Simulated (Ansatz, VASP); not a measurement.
# CdTe in VASP and in Ansatz

File INCAR:

```
SYSTEM = CdTe
  ALGO = Normal
  EDIFF = 1E-6
  ENCUT = 500
  GGA = PS
  GGA_COMPAT = .False.
  ISIF = 2
  ISMEAR = 0
  LASPH = .True.
  LCHARG = .True.
  LELF = .True.
  LREAL = .False.
  LVHAR = .True.
  LWAVE = .False.
  NBANDS = 16
  NELM = 120
  PREC = Accurate
  SIGMA = 0.02
```

Contents of KPOINTS:

```
k-points
0
Gamma
  8 8 8
  0 0 0
```

File POSCAR:

```
CdTe
1.0
    0.0000000000      3.2448086643      3.2448086643
    3.2448086643      0.0000000000      3.2448086643
    3.2448086643      3.2448086643      0.0000000000
Cd Te
1 1
Direct
    0.0000000000      0.0000000000      0.0000000000
    0.2500000000      0.2500000000      0.2500000000
```

Input for Ansatz:

```yaml
crystal:
  lattice:
    - [0.0, 3.2448086643, 3.2448086643]
    - [3.2448086643, 0.0, 3.2448086643]
    - [3.2448086643, 3.2448086643, 0.0]
  atoms:
    - { symbol: Cd, position: [0.0, 0.0, 0.0] }
    - { symbol: Te, position: [0.25, 0.25, 0.25] }
basis:
  ecutwfc: 420
kpoints:
  mp_grid: { grid: [8, 8, 8] }
  band_path:
    path:
      - [[0.0, 0.0, 0.0], [-0.5, -0.5, 0.0], [-0.375, -0.375, 0.25]]
      - [[-0.375, 0.0, 0.375], [0.0, 0.0, 0.0], [0.0, 0.0, 0.5], [-0.5, -0.25, 0.25], [-0.5, -0.5, 0.0]]
    npoints: 10
hamiltonian:
  xc: pbesol
  pseudopotentials: { kind: paw, azcp: { folder: soft_1 } }
scf:
  occupations: { method: gaussian, width: 0.02 }
  n_extra_bands: 7
output:
  forces: true
  stress: true
  eigenvalues: true
```

Alike in both runs: task single point; functional PBEsol; k mesh 8 × 8 × 8; occupations gaussian, width 0.02 eV; no spin polarisation.

|  | VASP | Ansatz |
| --- | --- | --- |
| version | VASP 6.6.1 | Ansatz 0.2.0 |
| potentials or method | VASP PAW PBE potentials, release 64 (Cd, Te), cutoff 500 eV | scalar-relativistic, plane waves, PAW |
| valence electrons in the cell | 18 | 36 |

```tsv
	VASP	Ansatz	Ansatz less VASP
gap on the k mesh at the Fermi level (eV)	0.65	0.65	-0.004
least direct gap on the mesh (eV)	0.65	0.65	-0.004
pressure (GPa)	0.2	0.0	-0.16
```

VASP's potentials were made for PBE, not for PBEsol, and Ansatz warns of the same on its side. VASP's potentials hold 18 valence electrons a cell and Ansatz's 36, so a difference there can come from the potentials and not from the codes.

Neither program's run includes spin-orbit coupling.
